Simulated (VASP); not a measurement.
Set up this calculation in VASP 6.6.1, as the native input.

| Quantity | Value |
| --- | --- |
| Task | relaxation of cell and atoms |
| Functional | BLYP |
| Dispersion | D3(BJ) |
| Potentials or basis | VASP PAW PBE potentials, release 64 (Zn) |
| Cutoff | 600 eV |
| k mesh | 12 × 12 × 12 |
| Occupations | fermi-dirac, width 0.05 eV |
| Spin | no spin polarisation |
| Dipole correction | no |
| Further INCAR settings | ALGO = Normal; EDIFF = 1e-07; IBRION = 2; EDIFFG = -0.01; NSW = 60; ISIF = 3 |

The structure of Zn lies in POSCAR:

```
Zn
1.0
   -1.5690370000      1.5690370000      1.5690370000
    1.5690370000     -1.5690370000      1.5690370000
    1.5690370000      1.5690370000     -1.5690370000
Zn
1
Direct
    0.0000000000      0.0000000000      0.0000000000
```

The input as run:

INCAR

```
SYSTEM = Zn
AGGAC    = 1.0          
AGGAX    = 1.0          
ALDAC    = 0.0          
ALDAX    = 1.0          
ALGO     = Normal         ! electronic algorithm
EDIFF    = 1E-7           ! SCF threshold, eV
EDIFFG   = -0.01          ! ionic threshold
ENCUT    = 600            ! plane-wave cutoff, eV
GGA      = B5             ! functional
IBRION   = 2              ! ionic algorithm
ISIF     = 3              ! what is computed and relaxed
ISMEAR   = -1             ! smearing method
IVDW     = 12             ! dispersion correction
LASPH    = .TRUE.         ! aspherical terms in the spheres
LCHARG   = .FALSE.        ! write CHGCAR
LREAL    = .FALSE.        ! projectors in reciprocal space
LWAVE    = .FALSE.        ! write WAVECAR
NELM     = 80             ! most SCF steps
NSW      = 60             ! ionic steps
PREC     = Accurate       ! precision mode
SIGMA    = 0.05           ! smearing width, eV
VDW_A1   = 0.4298       
VDW_A2   = 4.2359       
VDW_S6   = 1.0          
VDW_S8   = 2.6996
```

KPOINTS

```
k-points
0
G
  12 12 12
  0 0 0
```

Potentials or basis: VASP PAW PBE potentials, release 64 (Zn).

Launch:

```sh
$ cat potpaw_PBE.64/Zn/POTCAR > POTCAR
$ mpirun -np 1 vasp_std > vasp.out
```

Results of the run:

```yaml
Relaxed_volume: 14.60 Å³/atom
Relaxed_cell: a = 2.667 Å, b = 2.667 Å, c = 2.667 Å, α = 109.47°, β = 109.47°, γ = 109.47°
Space_group_after_relaxing_to_0.05_Å: Im-3m (No. 229)
Energy_gained_by_relaxing: 9.0 meV/atom
Ionic_steps: 3
Pressure_after_relaxing: 0.0 GPa
Band_gap_on_the_k_mesh: zero (band 6 reaches 8.22 eV, above the bottom of band 7 at 2.98 eV)
Dispersion_energy_per_atom: -0.938 eV
```

Caveat: the PAW data sets were made with another functional, which shifts forces and pressure a little; pairwise dispersion overbinds metals, which lowers pressure and volume.

It took 32 s on 1 thread of Intel(R) Xeon(R) Platinum 8259CL CPU @ 2.50GHz (Skylake/Cascade Lake), on a shared host, peak memory 0.15 GiB.
